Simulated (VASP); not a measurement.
Wanted: the native input for a VASP 6.6.1 run.

```
Task                   : single point
Functional             : LDA
Potentials or basis    : VASP PAW LDA potentials, release 64 (Ga_d, N)
Cutoff                 : 520 eV
k mesh                 : 10 × 10 × 10
Occupations            : gaussian, width 0.01 eV
Spin                   : no spin polarisation
Dipole correction      : no
Further INCAR settings : ALGO = Normal; EDIFF = 1e-06; NBANDS = 16
```

The structure of GaN lies in POSCAR:

```
GaN
1.0
    2.2136479014      2.2136479014      0.0000000000
   -2.2136479014      2.2136479014      0.0000000000
    0.0000000000      2.2136479014      2.2136479014
Ga N
1 1
Direct
    0.0000000000      0.0000000000      0.0000000000
    0.2500000000      0.7500000000      0.5000000000
```

The input as run:

INCAR

```
SYSTEM = GaN
  PREC = Accurate
  ENCUT = 520
  EDIFF = 1E-6
  ISMEAR = 0
  SIGMA = 0.01
  LREAL = .FALSE.
  LASPH = .TRUE.
  NELM = 100
  ALGO = Normal
  ISIF = 2
  LWAVE = .FALSE.
  LCHARG = .TRUE.
  GGA = CA
  LELF = .TRUE.
  LVHAR = .TRUE.
  NBANDS = 16
```

KPOINTS

```
Automatic mesh
0
G
  10 10 10
  0 0 0
```

Potentials or basis: VASP PAW LDA potentials, release 64 (Ga_d, N).

The run is started by

```bash
$ cat potpaw_LDA.64/Ga_d/POTCAR potpaw_LDA.64/N/POTCAR > POTCAR
$ mpirun -np 1 vasp_std > vasp.out
```

It gave:

```yaml
Pressure: 5.2 GPa
Band_gap_on_the_k_mesh: 2.10 eV, direct
```

Run time: 16 s on 1 thread of Intel Xeon 8259CL, with other jobs on the host, peak memory 0.13 GiB.
